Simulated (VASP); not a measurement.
Here is a VASP 6.6.1 calculation.

The input POSCAR:

```
GaF
1.0
    3.1659200000      0.0000000000      0.0000000000
    0.0000000000      3.1659200000      0.0000000000
    0.0000000000      0.0000000000      3.1659200000
Ga F
1 1
Direct
    0.0000000000      0.0000000000      0.0000000000
    0.5000000000      0.5000000000      0.5000000000
```

Contents of INCAR.step1:

```
PREC = Accurate
ENCUT = 520
EDIFF = 1E-5
ISMEAR = -1
SIGMA = 0.05
LREAL = F
LASPH = T
NELM = 80
ALGO = Normal
ISIF = 2
LWAVE = T
LCHARG = F
GGA = PE
NBANDS = 17
```

File INCAR.step2:

```
PREC = Accurate
ENCUT = 520
EDIFF = 1E-7
ISMEAR = -1
SIGMA = 0.05
LREAL = F
LASPH = T
NELM = 80
ALGO = Normal
ISIF = 2
LWAVE = F
LCHARG = F
GGA = PS
LHFCALC = T
AEXX = 0.25
PRECFOCK = Normal
ISTART = 1
NBANDS = 17
```

The input KPOINTS:

```
regular mesh
0
Gamma
  4 4 4
```

Potentials or basis: VASP PAW PBE potentials, release 64 (Ga_d, F).

Launch:

```bash
$ cat potpaw_PBE.64/Ga_d/POTCAR potpaw_PBE.64/F/POTCAR > POTCAR
$ cp INCAR.step1 INCAR
$ mpirun -np 1 vasp_std > vasp.out
$ cp INCAR.step2 INCAR
$ mpirun -np 1 vasp_std > vasp.out
```

(1) Predict the band gap on the k mesh.

(2) What does it give for the pressure?

## Answers

(1) 1.41 eV (least direct gap 2.77 eV).

(2) -2.8 GPa.

Caveat: the k points lie up to 0.50 Å⁻¹ apart; the PAW data sets were made with another functional, which shifts forces and pressure a little.
